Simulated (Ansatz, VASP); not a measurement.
CuO in VASP and in Ansatz

Contents of INCAR:

```
SYSTEM = CuO
ALGO = Fast
EDIFF = 1E-6
ENCUT = 520
GGA = PE
ISIF = 2
ISMEAR = 0
LASPH = .True.
LCHARG = .False.
LREAL = .False.
LWAVE = .False.
NBANDS = 25
NELM = 80
PREC = Accurate
SIGMA = 0.15
```

KPOINTS

```
k-points
0
Gamma
  16 16 10
  0 0 0
```

Contents of POSCAR:

```
CuO
1.0
    2.0821496890     -2.0879424390      0.0000000000
    2.0821496890      2.0879424390      0.0000000000
    0.0000000000      0.0000000000      5.1512621043
Cu O
2 2
Direct
   -0.0319213781      0.5319213781      0.0000000000
    0.5000000000      0.0000000000      0.5000000000
    0.5000000000      0.5000000000      0.2500000000
    0.5000000000      0.5000000000      0.7500000000
```

Input for Ansatz:

```yaml
crystal:
  lattice:
    - [2.082149689, -2.087942439, 0.0]
    - [2.082149689, 2.087942439, 0.0]
    - [0.0, 0.0, 5.1512621043]
  atoms:
    - { symbol: Cu, position: [-0.0319213781, 0.5319213781, 0.0] }
    - { symbol: Cu, position: [0.5, 0.0, 0.5] }
    - { symbol: O, position: [0.5, 0.5, 0.25] }
    - { symbol: O, position: [0.5, 0.5, 0.75] }
basis:
  ecutwfc: 420
kpoints:
  mp_grid: { grid: [16, 16, 10] }
hamiltonian:
  xc: pbe
scf:
  occupations: { method: gaussian, width: 0.15 }
output:
  forces: true
  stress: true
  eigenvalues: true
```

Alike in both runs: task single point; functional PBE; k mesh 16 × 16 × 10; occupations gaussian, width 0.15 eV; no spin polarisation.

|  | VASP | Ansatz |
| --- | --- | --- |
| version | VASP 6.6.1 | Ansatz 0.2.0 |
| potentials or method | VASP PAW PBE potentials, release 64 (Cu, O), cutoff 520 eV | scalar-relativistic, plane waves, PAW |
| valence electrons in the cell | 34 | 50 |

VASP gave:

- gap on the k mesh at the Fermi level (eV): none
- pressure (GPa): 1.5
- traceless stress, the component that is largest in VASP (GPa): -0.87
- rms of the force components (eV/Å): 0.497

Q: Which values does Ansatz return?

A: gap on the k mesh at the Fermi level (eV): none; pressure (GPa): 0.7; traceless stress, the component that is largest in VASP (GPa): -0.71; rms of the force components (eV/Å): 0.481.

Atom by atom the forces differ by 0.019 eV/Å (rms over components). A gap of «none» marks a metal or a gap that the smearing closes. VASP's potentials hold 34 valence electrons a cell and Ansatz's 50, so a difference there can come from the potentials and not from the codes.
